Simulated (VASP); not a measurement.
Wanted: the native input for a VASP 6.6.1 run.

| Property | Result |
| --- | --- |
| Task | single point |
| Functional | LDA |
| Potentials or basis | VASP PAW LDA potentials, release 64 (Mg, O) |
| Cutoff | 520 eV |
| k mesh | 6 × 6 × 6 |
| Occupations | gaussian, width 0.05 eV |
| Spin | no spin polarisation |
| Dipole correction | no |
| Further INCAR settings | ALGO = Normal; EDIFF = 1e-07; NBANDS = 26 |

The structure of MgO lies in POSCAR:

```
MgO
1.0
    4.1607146133      0.0000000000      0.0000000000
    0.0000000000     -4.1607146133      0.0000000000
    0.0000000000      0.0000000000     -4.1607146133
Mg O
4 4
Direct
    0.0000000000      1.0000000000      1.0249957062
    0.5000000000      0.5000000000      1.0000000000
    0.5000000000      1.0000000000      0.5000000000
    0.0000000000      0.5000000000      0.5000000000
    0.5000000000      0.0000000000      0.0000000000
    0.0000000000      0.5000000000      0.0000000000
    0.0000000000      0.0000000000      0.5000000000
    0.5000000000      0.5000000000      0.5000000000
```

This cell differs from its parent crystal: atom 1 (Mg) moved by +0.000 Å along [1 1 0] and -0.104 Å along [0 0 1].

One way to write it, as run:

INCAR

```
SYSTEM = MgO
PREC = Accurate ; ENCUT = 520
EDIFF = 1E-7 ; ISMEAR = 0
SIGMA = 0.05 ; LREAL = .FALSE.
LASPH = .TRUE. ; NELM = 80
ALGO = Normal ; ISIF = 2
LWAVE = .FALSE. ; LCHARG = .FALSE.
NBANDS = 26
```

KPOINTS

```
regular mesh
0
G
  6 6 6
  0 0 0
```

Potentials or basis: VASP PAW LDA potentials, release 64 (Mg, O).

Run with:

```console
$ cat potpaw_LDA.64/Mg/POTCAR potpaw_LDA.64/O/POTCAR > POTCAR
$ mpirun -np 1 vasp_std > vasp.out
```

Results of the run:

```yaml
Pressure: -1.5 GPa
Largest_force: 1.162 eV/Å
Band_gap_on_the_k_mesh: 5.02 eV
```

Caveat: the cell differs from its parent crystal (atom 1 (Mg) moved by +0.000 Å along [1 1 0] and -0.104 Å along [0 0 1]); forces of over 1 eV/Å act on the atoms, so gaps and moduli don't describe the material at rest.

It took 38 s on 1 thread of Intel(R) Xeon(R) Platinum 8488C (Sapphire Rapids), with other jobs on the host, peak memory 0.19 GiB.
